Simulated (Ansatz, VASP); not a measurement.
**Two plane-wave programs on TaN**

```
Ta N
1.0
     2.93800    0.00000    0.00000
    -1.46900    2.54438    0.00000
     0.00000    0.00000    2.88300
Ta N
1 1
Direct
  0.00000 0.00000 0.50000
  0.66667 0.33333 0.00000
```

Alike in both runs: task relaxation of cell and atoms; functional BLYP; dispersion D4; k mesh 10 × 10 × 9; occupations gaussian, width 0.1 eV; no spin polarisation.

|  | VASP | Ansatz |
| --- | --- | --- |
| version | VASP 6.6.1 | Ansatz 0.2.0 |
| potentials or method | VASP PAW PBE potentials, release 64 (Ta_pv, N) | Ansatz PAW |
| plane-wave cutoff (eV) | 600 | 420 |
| valence electrons in the cell | 16 | 18 |

VASP gave:

```
gap on the k mesh at the Fermi level, each at its own relaxed structure (eV) : none
relaxed volume (Å³/atom)                                                     : 11.03
relaxed cell length with the largest relative difference (Å)                 : 2.909
```

Q: Which values does Ansatz return?

A: gap on the k mesh at the Fermi level, each at its own relaxed structure (eV): none; relaxed volume (Å³/atom): 10.97; relaxed cell length with the largest relative difference (Å): 2.903.

VASP's potentials were made for PBE, not for BLYP. A gap of «none» marks a metal or a gap that the smearing closes. VASP's potentials hold 16 valence electrons a cell and Ansatz's 18, so a difference there can come from the potentials and not from the codes.

Neither program's run includes spin-orbit coupling. Noted on Ansatz's run: the plane-wave basis is chosen anew once the cell has moved, so the energies of steps on either side of that aren't comparable.
